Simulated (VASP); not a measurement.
Wanted: the native input for a VASP 6.6.1 run.

```
Task                   : single point
Functional             : PBE
Potentials or basis    : VASP PAW PBE potentials, release 64 (Hg, Te)
Cutoff                 : 520 eV
k mesh                 : 6 × 6 × 6
Occupations            : fermi-dirac, width 0.02 eV
Spin                   : no spin polarisation
Dipole correction      : no
Further INCAR settings : ALGO = Normal; EDIFF = 1e-07; NBANDS = 16
```

The structure of HgTe lies in POSCAR:

```
HgTe
1.0
   -0.0869992682      3.2891972858      3.2891972858
    3.2891972858     -0.0869992682      3.2891972858
    3.2021980175      3.2021980175      0.0000000000
Hg Te
1 1
Direct
   -0.0055831670     -0.0055831670      0.0055831670
    0.2555831670      0.2555831670      0.2444168330
```

This cell differs from its parent crystal: shear xy strain -5.3%.

One way to write it, as run:

INCAR

```
SYSTEM = HgTe
ALGO     = Normal         ! electronic algorithm
EDIFF    = 1E-7           ! SCF threshold, eV
ENCUT    = 520            ! plane-wave cutoff, eV
GGA      = PE             ! functional
ISIF     = 2              ! what is computed and relaxed
ISMEAR   = -1             ! smearing method
LASPH    = .True.         ! aspherical terms in the spheres
LCHARG   = .False.        ! write CHGCAR
LREAL    = .False.        ! projectors in reciprocal space
LWAVE    = .False.        ! write WAVECAR
NBANDS   = 16             ! bands
NELM     = 80             ! most SCF steps
PREC     = Accurate       ! precision mode
SIGMA    = 0.02           ! smearing width, eV
```

KPOINTS

```
k-points
0
Gamma
  6 6 6
  0 0 0
```

Potentials or basis: VASP PAW PBE potentials, release 64 (Hg, Te).

The run is started by

```console
$ cat potpaw_PBE.64/Hg/POTCAR potpaw_PBE.64/Te/POTCAR > POTCAR
$ mpirun -np 1 vasp_std > vasp.out
```

Results of the run:

The pressure is 1.3 GPa. The largest force is 0.009 eV/Å and the band gap on the k mesh is 0.11 eV.

Caveat: the cell differs from its parent crystal (shear xy strain -5.3%); spin-orbit coupling is left out, which moves the levels of the heavy elements.

Wall time 30 s on 1 thread of AMD EPYC 9R45 96-Core Processor (Zen 5), on a shared host, peak memory 0.2 GiB.
